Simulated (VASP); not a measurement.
The system is Rh.

```
CELL_PARAMETERS angstrom
0.00000 1.87220 1.87220
1.87220 0.00000 1.87220
1.87220 1.87220 0.00000
ATOMIC_POSITIONS crystal
Rh 0.00000 0.00000 0.00000
```

Base run:

```yaml
Program: VASP 6.6.1
Functional: LDA
Potentials_or_basis: VASP PAW LDA potentials, release 64 (Rh_sv_GW)
Cutoff: 530 eV
k_mesh: 12 × 12 × 12
Occupations: fermi-dirac, width 0.05 eV
Spin: no spin polarisation
```

Its results: pressure 0.2 GPa.

Q: After a change of settings the same cell gave: pressure 3.2 GPa. Which change was it?
A. functional from LDA to r2SCAN; potentials or basis from VASP PAW LDA potentials, release 64 (Rh_sv_GW) to VASP PAW PBE potentials, release 64 (Rh_sv_GW); cutoff from 530 eV to 580 eV
B. potentials or basis from VASP PAW LDA potentials, release 64 (Rh_sv_GW) to VASP PAW LDA potentials, release 64 (Rh_pv); cutoff from 530 eV to 520 eV; valence electrons from 17 to 15
C. functional from LDA to r2SCAN; potentials or basis from VASP PAW LDA potentials, release 64 (Rh_sv_GW) to VASP PAW PBE potentials, release 64 (Rh_pv); cutoff from 530 eV to 520 eV; valence electrons from 17 to 15
D. functional from LDA to revPBE; potentials or basis from VASP PAW LDA potentials, release 64 (Rh_sv_GW) to VASP PAW PBE potentials, release 64 (Rh_pv); cutoff from 530 eV to 520 eV; valence electrons from 17 to 15

A: B.
